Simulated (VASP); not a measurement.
A run of VASP 6.6.1 is set up as follows.

Contents of POSCAR:

```
MgO2
1.0
   -1.9997000000      1.9997000000      2.3729000000
    1.9997000000     -1.9997000000      2.3729000000
    1.9997000000      1.9997000000     -2.3729000000
Mg O
2 4
Direct
    0.2500000000      0.2500000000      0.0000000000
    0.7500000000      0.7500000000      0.0000000000
    0.6285000000      0.1285000000      0.7570000000
    0.3715000000      0.8715000000      0.2430000000
    0.1285000000      0.3715000000      0.5000000000
    0.8715000000      0.6285000000      0.5000000000
```

File INCAR.step1:

```
SYSTEM = MgO2
ALGO = Normal
EDIFF = 1E-5
ENCUT = 520
GGA = PE
GGA_COMPAT = .False.
ISIF = 2
ISMEAR = 0
LASPH = .True.
LCHARG = .False.
LREAL = .False.
LWAVE = .True.
NBANDS = 23
NELM = 120
PREC = Accurate
SIGMA = 0.01
```

File INCAR.step2:

```
SYSTEM = MgO2
ALGO = Normal
EDIFF = 1E-6
ENCUT = 520
GGA = PE
GGA_COMPAT = .False.
HFSCREEN = 0.2079
ISIF = 2
ISMEAR = 0
ISTART = 1
LASPH = .True.
LCHARG = .False.
LHFCALC = .True.
LREAL = .False.
LWAVE = .False.
NBANDS = 23
NELM = 120
PREC = Accurate
PRECFOCK = Normal
SIGMA = 0.01
```

KPOINTS

```
k-points
0
Gamma
  5 5 5
  0 0 0
```

Potentials or basis: VASP PAW PBE potentials, release 64 (Mg, O).

The run is started by

```sh
$ cat potpaw_PBE.64/Mg/POTCAR potpaw_PBE.64/O/POTCAR > POTCAR
$ cp INCAR.step1 INCAR
$ mpirun -np 1 vasp_std > vasp.out
$ cp INCAR.step2 INCAR
$ mpirun -np 1 vasp_std > vasp.out
```

Q: What does it give for the band gap on the k mesh?

A: 5.71 eV (least direct gap 6.76 eV).

Q: Estimate the pressure.

A: 88.6 GPa.

Forces in eV/Å, atoms in the order of the input:
```
Mg   0.000  0.000  0.000
Mg   0.000  0.000  0.000
O   -1.658 -1.658  0.000
O    1.658  1.658  0.000
O    1.658 -1.658  0.000
O   -1.658  1.658  0.000
```

Caveat: the cell stands under pressure; the PAW data sets were made with another functional, which shifts forces and pressure a little; an odd mesh through Γ misses points on the zone boundary, where band edges can lie.
